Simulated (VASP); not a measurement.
# TaN: single point with r2SCAN+U

The system is TaN.

```
Ta N
1.0
     0.00000    2.21132    2.21132
     2.21132    0.00000    2.21132
     2.21132    2.21132    0.00000
Ta N
1 1
Direct
  0.50000 0.50000 0.50000
  0.00000 0.00000 0.00000
```

- Program: VASP 6.6.1
- Task: single point
- Functional: r2SCAN
- Potentials or basis: VASP PAW PBE potentials, release 64 (Ta_pv, N)
- Cutoff: 520 eV
- k mesh: 10 × 10 × 10
- Occupations: fermi-dirac, width 0.05 eV
- Spin: no spin polarisation
- Hubbard terms: Ta d U = 6.0 eV

| Quantity | Value |
| --- | --- |
| Pressure | 13.8 GPa |
| Band gap on the k mesh | zero (band 8 reaches 12.19 eV, above the bottom of band 9 at 8.18 eV) |

Levels at points of the mesh, in eV from the Fermi level:
| k point | band 5 | band 6 | band 7 | band 8 | band 9 | band 10 | band 11 | band 12 |
| --- | --- | --- | --- | --- | --- | --- | --- | --- |
| (0.00, 0.00, 0.00) | -4.50 | -4.50 | -4.50 | -2.02 | -2.02 | -2.02 | 0.74 | 0.74 |
| (0.50, 0.00, 0.00) | -11.15 | -7.85 | -7.85 | 2.00 | 2.08 | 2.08 | 3.18 | 7.83 |
| (0.50, 0.50, 0.00) | -7.67 | -5.56 | -5.43 | -5.43 | 2.85 | 3.71 | 3.71 | 4.79 |

Eigenvalues of the final occupation matrices:
```
    site  spin  trace               eigenvalues
site 1 d     1   1.13  0.18 0.18 0.26 0.26 0.26
site 1 d     2   1.13  0.18 0.18 0.26 0.26 0.26
```

Run time: 84 s on 1 thread of Intel Xeon 8259CL (shared host), peak memory 0.15 GiB.

Caveat: the PAW data sets were made with another functional, which shifts forces and pressure a little; spin-orbit coupling is left out, which moves the levels of the heavy elements; U without spin polarisation on a metal has little footing.
